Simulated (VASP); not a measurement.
BiS, 2 atoms in the cell. It takes space group Pm-3m (No. 221, cubic). The conventional cell has a = 4.003 Å, b = 4.003 Å, c = 4.003 Å, α = 90.00°, β = 90.00°, γ = 90.00°. Within 4.6 Å of Bi (site symmetry m-3m) lie 8 S at 3.47 Å and 6 Bi at 4.00 Å. S (site symmetry m-3m) has 8 Bi at 3.47 Å and 6 S at 4.00 Å within 4.6 Å. 

| Property | Result |
| --- | --- |
| Program | VASP 6.6.1 |
| Task | relaxation of cell and atoms |
| Functional | BLYP |
| Dispersion | D3(BJ) |
| Potentials or basis | VASP PAW PBE potentials, release 64 (Bi_d, S) |
| Cutoff | 600 eV |
| k mesh | 7 × 7 × 7 |
| Occupations | fermi-dirac, width 0.05 eV |
| Spin | no spin polarisation |
| Dipole correction | no |
| Further INCAR settings | ALGO = Normal; EDIFF = 1e-07; IBRION = 2; EDIFFG = -0.01; NSW = 60; ISIF = 3 |

Potentials or basis: VASP PAW PBE potentials, release 64 (Bi_d, S).

The run is started by

```bash
$ cat potpaw_PBE.64/Bi_d/POTCAR potpaw_PBE.64/S/POTCAR > POTCAR
$ mpirun -np 1 vasp_std > vasp.out
```

Hardware: 1 thread of Intel(R) Xeon(R) 6975P-C (Granite Rapids), on a shared host.

Task: Estimate the wall time of this run.

Result: Run time: 72 s on 1 thread of Intel(R) Xeon(R) 6975P-C (Granite Rapids), with other jobs on the host, peak memory 0.2 GiB. Counts: scf iterations 61, k points 20, ion steps 6.
